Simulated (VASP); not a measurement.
A run of VASP 6.6.1 is set up as follows.

The input INCAR:

```
PREC = Accurate
ENCUT = 600
EDIFF = 1E-6
ISMEAR = -1
SIGMA = 0.08
LREAL = False
LASPH = True
NELM = 100
ALGO = Normal
ISIF = 3
LWAVE = False
LCHARG = False
GGA = CA
IBRION = 2
NSW = 60
EDIFFG = -0.005
PSTRESS = 780.0
```

The input KPOINTS:

```
Automatic mesh
0
Gamma
  19 19 19
```

File POSCAR:

```
Zn
1.0
   -2.0746526108      2.0746526108      1.1410589359
    2.0746526108     -2.0746526108      1.1410589359
    2.0746526108      2.0746526108     -1.1410589359
Zn
2
Direct
   -0.3750000000     -0.1250000000     -0.2500000000
    0.3750000000      0.1250000000      0.2500000000
```

Potentials or basis: VASP PAW LDA potentials, release 64 (Zn).

Launch:

```console
$ cat potpaw_LDA.64/Zn/POTCAR > POTCAR
$ mpirun -np 1 vasp_std > vasp.out
```

Problem. Predict the band gap on the k mesh.

Solution. Zero (bands 12 and 13 overlap by 7.84 eV).

Problem. Predict the space group after relaxing (to 0.1 Å).

Solution. I4_1/amd (No. 141).

Problem. Estimate the relaxed volume.

Solution. 10.45 Å³/atom.

Stress tensor (GPa, compression positive):
```
77.96  0.00  0.00
 0.00 77.96  0.00
 0.00  0.00 78.05
```

Caveat: the cell is relaxed towards a set pressure, so the run minimises the enthalpy, not the energy.
